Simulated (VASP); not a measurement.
Input of a VASP 6.6.1 run:

INCAR

```
PREC = Accurate
ENCUT = 600
EDIFF = 1E-6
ISMEAR = 0
SIGMA = 0.1
LREAL = F
LASPH = T
NELM = 80
ALGO = Normal
ISIF = 3
LWAVE = F
LCHARG = F
GGA = PE
IBRION = 2
NSW = 90
EDIFFG = -0.04
```

The input KPOINTS:

```
regular mesh
0
Gamma
  4 4 4
```

POSCAR

```
Sb2O
1.0
   -3.3993780400      3.3993780400      2.7733461900
    3.3993780400     -3.3993780400      2.7733461900
    3.3993780400      3.3993780400     -2.7733461900
Sb O
4 2
Direct
    0.6579999900      0.1579999900      0.8159999800
    0.1579999900      0.3420000100      0.5000000000
    0.3420000100      0.8420000100      0.1840000200
    0.8420000100      0.6579999900      0.5000000000
    0.2500000000      0.2500000000      0.0000000000
    0.7500000000      0.7500000000      0.0000000000
```

Potentials or basis: VASP PAW PBE potentials, release 64 (Sb, O).

The run is started by

```console
$ cat potpaw_PBE.64/Sb/POTCAR potpaw_PBE.64/O/POTCAR > POTCAR
$ mpirun -np 1 vasp_std > vasp.out
```

Q: What does it give for the relaxed cell?

A: a = 5.397 Å, b = 5.397 Å, c = 5.397 Å, α = 108.51°, β = 108.51°, γ = 111.41°.

Q: Estimate the space group after relaxing (to 0.1 Å).

A: I4/mcm (No. 140).

Forces in eV/Å, atoms in the order of the input:
```
Sb   0.004  0.004  0.000
Sb  -0.004  0.004  0.000
Sb  -0.004 -0.004  0.000
Sb   0.004 -0.004  0.000
O    0.000  0.000  0.000
O    0.000  0.000  0.000
```

Caveat: the k points lie up to 0.36 Å⁻¹ apart in the final cell, too coarse for converged energies and pressures of a metal.
